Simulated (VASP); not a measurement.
A run of VASP 6.6.1 is set up as follows.

Contents of POSCAR:

```
Mg
1.0
    3.1895696214      0.0000000000      0.0000000000
   -1.5947848107      2.7622483193      0.0000000000
    0.0000000000      0.0000000000      5.1169741457
Mg
2
Direct
    0.3333333333      0.6666666667      0.2500000000
    0.6666666667      0.3333333333      0.7500000000
```

INCAR.step1

```
PREC = Accurate
ENCUT = 520
ISMEAR = 0
SIGMA = 0.1
LREAL = False
LASPH = True
NELM = 80
NBANDS = 9
GGA = PE
ALGO = Normal
EDIFF = 1E-4
LWAVE = True
LCHARG = False
```

Contents of INCAR.step2:

```
PREC = Accurate
ENCUT = 520
EDIFF = 1E-6
ISMEAR = 0
SIGMA = 0.1
LREAL = False
LASPH = True
NELM = 80
ALGO = Normal
ISIF = 2
LWAVE = False
LCHARG = False
METAGGA = R2SCAN
LMIXTAU = True
NBANDS = 9
ISTART = 1
```

Contents of KPOINTS:

```
Automatic mesh
0
Gamma
  18 18 8
```

Potentials or basis: VASP PAW PBE potentials, release 64 (Mg).

Launch:

```sh
$ cat potpaw_PBE.64/Mg/POTCAR > POTCAR
$ cp INCAR.step1 INCAR
$ mpirun -np 1 vasp_std > vasp.out
$ cp INCAR.step2 INCAR
$ mpirun -np 1 vasp_std > vasp.out
```

Task: Predict the pressure.

Result: -0.2 GPa.

Task: Predict the band gap on the k mesh.

Result: Zero (band 2 reaches 3.76 eV, above the bottom of band 3 at 1.66 eV).

Caveat: the PAW data sets were made with another functional, which shifts forces and pressure a little.
